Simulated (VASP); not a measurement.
# Os (P-3m1) in VASP: further runs

Os is run at these levels: PBEsol; tasks: single point.

All numbers are computed with VASP 6.6.1; they aren't measurements. Logs are shortened: lines on timing, memory, paths and dates and some standing lists are left out, and cuts for length are marked.

**1. The cell of the first run**

It takes space group P-3m1 (No. 164, trigonal). The conventional cell has a = 2.734 Å, b = 2.734 Å, c = 4.320 Å, α = 90.00°, β = 90.00°, γ = 120.00°. Within 2.9 Å of Os (site symmetry 3m) lie 9 Os at 2.22 to 2.73 Å.

**2. Single point, PBEsol (atom 1 (Os) moved by (+0.000, -0.600) A along [1 1 0] and z)**

The input, INCAR:

```
ALGO = Fast ; EDIFF = 1E-6
ENCUT = 520 ; GGA = PS
ISIF = 2 ; ISMEAR = 0
LASPH = True ; LCHARG = False
LREAL = False ; LWAVE = False
NBANDS = 15 ; NELM = 100
PREC = Accurate ; SIGMA = 0.15
```

The input, KPOINTS:

```
k-points
0
Gamma
  18 18 12
```

The input, POSCAR:

```
Os
1.0
    2.7340999755      0.0000000000      0.0000000000
   -1.3670499878      2.3678000353      0.0000000000
    0.0000000000      0.0000000000      4.3197000000
Os
2
Direct
    0.3333333333      0.6666666667      0.1111014654
    0.6666666667      0.3333333333      0.7500000000
```

Potentials or basis: VASP PAW PBE potentials, release 64 (Os).

The run is started by

```
> cat potpaw_PBE.64/Os/POTCAR > POTCAR
> mpirun -np 1 vasp_std > vasp.out
```

OUTCAR:

```text
EDIFF = 1E-6
   ENCUT = 520
   GGA = PS
   ISIF = 2
   ISMEAR = 0
   LASPH = True
   LREAL = False
   NELM = 100
   PREC = Accurate

 ion  position               nearest neighbor table
   1  0.333  0.667  0.111-   2 2.22   2 2.22   2 2.22   2 3.18   2 3.18   2 3.18
   2  0.667  0.333  0.750-   1 2.22   1 2.22   1 2.22   1 3.18   1 3.18   1 3.18

  LATTYP: Found a hexagonal cell.
 ALAT       =     2.7340999755
 C/A-ratio  =     1.5799349105

  Lattice vectors:

 A1 = (   2.7340999755,   0.0000000000,   0.0000000000)
 A2 = (  -1.3670499878,   2.3678000353,   0.0000000000)
 A3 = (   0.0000000000,   0.0000000000,   4.3197000000)

Analysis of symmetry for initial positions (statically):
=====================================================================
 Subroutine PRICEL returns:
 Original cell was already a primitive cell.

 Routine SETGRP: Setting up the symmetry group for a
 hexagonal supercell.

 Subroutine GETGRP returns: Found 12 space group operations
 (whereof  6 operations were pure point group operations)
 out of a pool of 24 trial point group operations.

The static configuration has the point symmetry C_3v.
 The point group associated with its full space group is D_3d.

Analysis of symmetry for dynamics (positions and initial velocities):
=====================================================================
 Subroutine PRICEL returns:
 Original cell was already a primitive cell.

 Routine SETGRP: Setting up the symmetry group for a
 hexagonal supercell.

 Subroutine GETGRP returns: Found 12 space group operations
 (whereof  6 operations were pure point group operations)
 out of a pool of 24 trial point group operations.

The dynamic configuration has the point symmetry C_3v.
 The point group associated with its full space group is D_3d.

 Subroutine INISYM returns: Found 12 space group operations
 (whereof  6 operations are pure point group operations),
 and found     1 'primitive' translations

----------------------------------------------------------------------------------------

                                     Primitive cell

  volume of cell :      27.9649

  direct lattice vectors                    reciprocal lattice vectors
     2.734099975  0.000000000  0.000000000     0.365751073  0.211166481  0.000000000
    -1.367049988  2.367800035  0.000000000     0.000000000  0.422332961  0.000000000
     0.000000000  0.000000000  4.319700000     0.000000000  0.000000000  0.231497558

  length of vectors
     2.734099975  2.734099976  4.319700000     0.422332961  0.422332961  0.231497558

  position of ions in fractional coordinates (direct lattice)
     0.333333333  0.666666667  0.111101465
     0.666666667  0.333333333  0.750000000

  ion indices of the primitive-cell ions
   primitive index   ion index
                 1           1
                 2           2

----------------------------------------------------------------------------------------

 KPOINTS: k-points

Automatic generation of k-mesh.
 Grid dimensions read from file:
 generate k-points for:   18   18   12

 Generating k-lattice:

  Cartesian coordinates                     Fractional coordinates (reciprocal lattice)
     0.020319504  0.011731471  0.000000000     0.055555556  0.000000000  0.000000000
     0.000000000  0.023462942  0.000000000     0.000000000  0.055555556  0.000000000
     0.000000000  0.000000000  0.019291463     0.000000000  0.000000000  0.083333333

  Length of vectors
     0.023462942  0.023462942  0.019291463

  Shift w.r.t. Gamma in fractional coordinates (k-lattice)
     0.000000000  0.000000000  0.000000000

 Subroutine IBZKPT returns following result:
 ===========================================

 Found    394 irreducible k-points:

 Following reciprocal coordinates:
            Coordinates               Weight
  0.000000  0.000000  0.000000      1.000000
  0.055556  0.000000  0.000000      6.000000
  0.111111  0.000000  0.000000      6.000000
  0.166667  0.000000  0.000000      6.000000
  0.222222  0.000000  0.000000      6.000000
  0.277778  0.000000  0.000000      6.000000
[... 16 lines left out ...]
  0.333333  0.111111  0.000000     12.000000
  0.388889  0.111111  0.000000     12.000000
 [... further k-points ...]
   k-points           NKPTS =    394   k-points in BZ     NKDIM =    394   number of bands    NBANDS=     15
   number of dos      NEDOS =    301   number of ions     NIONS =      2
   total plane-waves  NPLWV =  12800
   dimension x,y,z NGX =    20 NGY =   20 NGZ =   32
   dimension x,y,z NGXF=    40 NGYF=   40 NGZF=   64
   ions per type =               2
   NGX,Y,Z   is equivalent  to a cutoff of  12.16, 12.16, 12.32 a.u.
   NGXF,Y,Z  is equivalent  to a cutoff of  24.32, 24.32, 24.63 a.u.
 SYSTEM =  unknown system
   PREC   = accura    normal or accurate (medium, high low for compatibility)
   ISTART =      0    job   : 0-new  1-cont  2-samecut
   ICHARG =      2    charge: 1-file 2-atom 10-const
   ISPIN  =      1    spin polarized calculation?
   LNONCOLLINEAR =      F non collinear calculations
   LSORBIT =      F    spin-orbit coupling
   LASPH  =      T    aspherical Exc in radial PAW
   ENCUT  =  520.0 eV  38.22 Ry    6.18 a.u.   5.08  5.08  8.03*2*pi/ulx,y,z
   NELM   =    100;   NELMIN=  2; NELMDL= -5     # of ELM steps
   EDIFF  = 0.1E-05   stopping-criterion for ELM
   LREAL  =      F    real-space projection
[... 7 lines left out ...]
   TEBEG  =    0.0;   TEEND  =   0.0 temperature during run
   PSTRESS=    0.0 pullay stress
   NELECT =      16.0000    total number of electrons
   NUPDOWN=      -1.0000    fix difference up-down
   EMIN   =  10.00;   EMAX   =-10.00  energy-range for DOS
   EFERMI =   0.00;   METHOD = LEGACY
   ISMEAR =     0;   SIGMA  =   0.15  broadening in eV -4-tet -1-fermi 0-gaus
   EFERMI_NEDOS =   21; number of points for ismear=-14 and -15
   IALGO  =     68    algorithm
   IMIX   =      4    mixing-type and parameters
     AMIX     =   0.40;   BMIX     =  1.00
     AMIX_MAG =   1.60;   BMIX_MAG =  1.00
  volume/ion in A,a.u.               =      13.98        94.36
  Fermi-wavevector in a.u.,A,eV,Ry     =   1.359076  2.568282 25.131162  1.847088
  Thomas-Fermi vector in A             =   2.485855
   LORBIT       =      0    0 simple, 1 ext, 2 COOP (PROOUT), +10 PAW based schemes
   GGA     = PS    functional components
   LHFCALC =     F    Hartree Fock is set to
   AEXX    =    0.0000 exact exchange contribution
   IVDW    =     0    specifies the selected vdW correction
   LEPSILON=     F    determine dielectric tensor
   LRPA    =     F    only Hartree local field effects (RPA)
 non-spin polarized calculation
 RMM-DIIS sequential band-by-band and
 Gauss-broadening in eV      SIGMA  =   0.15
  energy-cutoff  :      520.00
  volume of cell :       27.96
 maximum number of plane-waves:       770
   NGX = 11   NGY = 11   NGZ = 17

 number of electron      15.9999999 magnetization

 Free energy of the ion-electron system (eV)
  ---------------------------------------------------
  ext. energy  EPLUGINS =         0.00000000
  ---------------------------------------------------
  free energy    TOTEN  =       -20.05537878 eV

  energy without entropy =      -20.02992100  energy(sigma->0) =      -20.04264989

 E-fermi :   9.9392     XC(G=0): -13.9000

 val. band max:        9.9391205886   @ k =   0.2222   0.0000   0.0000
 cond. band min:       9.9394832944   @ k =   0.0000   0.3333   0.1667
 fundamental gap:      0.0003627058
 Fermi energy:         9.9391880547

 k-point     1 :       0.0000    0.0000    0.0000
  band No.  band energies     occupation
      1      -1.6113      2.00000
      2       0.2710      2.00000
      3       4.2728      2.00000
      4       4.2728      2.00000
      5       4.3552      2.00000
      6       4.3552      2.00000
      7       6.6909      2.00000
      8       9.6792      1.98576
      9       9.6792      1.98576
     10      12.6078      0.00000
     11      12.8322      0.00000
     12      12.8322      0.00000
     13      14.7767      0.00000
     14      22.5331      0.00000
     15      27.1379      0.00000

 k-point     2 :       0.0556    0.0000    0.0000
  band No.  band energies     occupation
      1      -1.4774      2.00000
      2       0.3763      2.00000
      3       4.1212      2.00000
      4       4.2511      2.00000
      5       4.2913      2.00000
      6       4.4808      2.00000
      7       6.8783      2.00000
      8       9.5506      1.99975
      9       9.6598      1.99156
     10      11.4709      0.00000
     11      12.9018      0.00000
     12      14.0724      0.00000
     13      14.9145      0.00000
     14      22.8068      0.00000
     15      27.3382      0.00000

 k-point     3 :       0.1111    0.0000    0.0000
  band No.  band energies     occupation
      1      -1.0887      2.00000
      2       0.6687      2.00000
      3       3.6663      2.00000
      4       4.1220      2.00000
      5       4.3664      2.00000
      6       4.8197      2.00000
      7       7.3027      2.00000
      8       9.1194      2.00000
      9       9.6410      1.99507
     10      10.4990      0.00000
     11      13.0778      0.00000
     12      15.1702      0.00000
     13      15.5560      0.00000
     14      23.5848      0.00000
     15      27.6949      0.00000

 k-point     4 :       0.1667    0.0000    0.0000
  band No.  band energies     occupation
      1      -0.4901      2.00000
      2       1.0570      2.00000
      3       3.1830      2.00000
      4       4.0166      2.00000
      5       4.4619      2.00000
      6       5.3592      2.00000
      7       7.6501      2.00000
      8       8.5491      2.00000
      9       9.7090      1.97001
     10       9.9050      1.25282
     11      13.2888      0.00000
     12      15.7062      0.00000
     13      16.8674      0.00000
     14      24.6364      0.00000
     15      26.5037      0.00000
[... 307 lines left out ...]
 k-point    22 :       0.2778    0.1111    0.0000
  band No.  band energies     occupation
      1       1.0600      2.00000
      2       2.0137      2.00000
      3       3.0136      2.00000
      4       4.1679      2.00000
      5       4.5027      2.00000
      6       6.6782      2.00000
      7       8.3293      2.00000
      8       9.0373      2.00000
      9      10.1266      0.07725
     10      11.3819      0.00000
     11      13.2725      0.00000
     12      17.5901      0.00000
     13      19.3897      0.00000
     14      19.9925      0.00000
     15      22.6230      0.00000

 k-point    23 :       0.3333    0.1111    0.0000
  band No.  band energies     occupation
      1       0.8016      2.00000
      2       2.2088      2.00000
      3       3.1191      2.00000
      4       4.2866      2.00000
      5       5.1102      2.00000
      6       6.6739      2.00000
      7       8.6858      2.00000
      8       9.7354      1.94528
      9      10.7681      0.00000
     10      11.9864      0.00000
     11      13.2188      0.00000
     12      17.2898      0.00000
     13      18.4206      0.00000
     14      19.4730      0.00000
     15      21.5743      0.00000

 k-point    24 :       0.3889    0.1111    0.0000
  band No.  band energies     occupation
      1       0.6218      2.00000
      2       2.3374      2.00000
      3       2.9466      2.00000
      4       4.4351      2.00000
      5       5.7747      2.00000
      6       6.7298      2.00000
      7       8.8391      2.00000
      8      10.5055      0.00000
      9      11.2965      0.00000
     10      12.3739      0.00000
     11      13.3416      0.00000
     12      15.9836      0.00000
     13      18.1937      0.00000
     14      19.2416      0.00000
     15      20.7481      0.00000

 [... further k-points ...]
[... 5 lines left out ...]
  --------------------------------------------------------------------------------------
  -------------------------------------------------------------------------------------
  Total       12.1854292     12.1854292     25.2205372     -0.0000000      0.0000000      0.0000000
  in kB      698.1333930    698.1333930   1444.9469903     -0.0000000      0.0000000      0.0000000
  external PRESSURE =     947.0712588 kB  Pullay stress =       0.0000000 kB

 VOLUME and BASIS-vectors are now :
 -----------------------------------------------------------------------------
  energy-cutoff  :      520.00
  volume of cell :       27.96
      direct lattice vectors                 reciprocal lattice vectors
     2.734099975  0.000000000  0.000000000     0.365751073  0.211166481  0.000000000
    -1.367049988  2.367800035  0.000000000     0.000000000  0.422332961  0.000000000
     0.000000000  0.000000000  4.319700000     0.000000000  0.000000000  0.231497558

 POSITION                                       TOTAL-FORCE (eV/Angst)
 -----------------------------------------------------------------------------------
     -0.00000      1.57853      0.47993         0.000000     -0.000000     18.566274
      1.36705      0.78927      3.23977        -0.000000      0.000000    -18.566274
 -----------------------------------------------------------------------------------
    total drift:                               -0.000000      0.000000     -0.000001

  FREE ENERGIE OF THE ION-ELECTRON SYSTEM (eV)
  ---------------------------------------------------
  free  energy   TOTEN  =       -20.0553787842 eV

  energy  without entropy=      -20.0299209962  energy(sigma->0) =      -20.04264989
```

It took 1.7 min on 1 thread of Oxide Virtual Turin-like, shared host; peak memory 0.21 GiB.

What came out:

* Free energy: -20.0554 eV
* Pressure: 94.7 GPa
* Largest force: 18.566 eV/Å
* Band gap on the k mesh: zero (band 8 reaches 11.42 eV, above the bottom of band 9 at 8.90 eV)

Forces in eV/Å, atoms in the order of the input:
```
Os    0.000   0.000  18.566
Os    0.000   0.000 -18.566
```

Stress tensor (GPa, compression positive):
```
 69.81   0.00   0.00
  0.00  69.81   0.00
  0.00   0.00 144.49
```

Caveat: the cell differs from its parent crystal (atom 1 (Os) moved by (+0.000, -0.600) A along [1 1 0] and z); the PAW data sets were made with another functional, which shifts forces and pressure a little; spin-orbit coupling is left out, which moves the levels of the heavy elements.

(Continued in part 2 of 2.)
